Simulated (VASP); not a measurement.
A run of VASP 6.6.1 is set up as follows.

File INCAR:

```
SYSTEM = BP
  PREC = Accurate
  ENCUT = 520
  EDIFF = 1E-7
  ISMEAR = 0
  SIGMA = 0.05
  LREAL = .FALSE.
  LASPH = .TRUE.
  NELM = 60
  ALGO = Normal
  ISIF = 2
  LWAVE = .FALSE.
  LCHARG = .FALSE.
  GGA = PE
  NBANDS = 16
```

Contents of KPOINTS:

```
Automatic mesh
0
G
  8 8 8
  0 0 0
```

POSCAR

```
BP
1.0
    3.2161365136      0.0000000000      0.0000000000
    0.0000000000      3.2161365136      0.0000000000
    0.0000000000      0.0000000000      4.5483038760
B P
2 2
Direct
    0.0000000000      0.0000000000      0.0000000000
    0.5000000000      0.5000000000      0.5000000000
    1.0000000000      0.5000000000      0.2500000000
    0.5000000000      0.0000000000      0.7500000000
```

Potentials or basis: VASP PAW PBE potentials, release 64 (B, P).

Run with:

```console
$ cat potpaw_PBE.64/B/POTCAR potpaw_PBE.64/P/POTCAR > POTCAR
$ mpirun -np 1 vasp_std > vasp.out
```

**Question.** Predict the pressure.

**Answer.** -0.2 GPa.

**Question.** Estimate the band gap on the k mesh.

**Answer.** 1.26 eV.

A k mesh can miss the band edges.
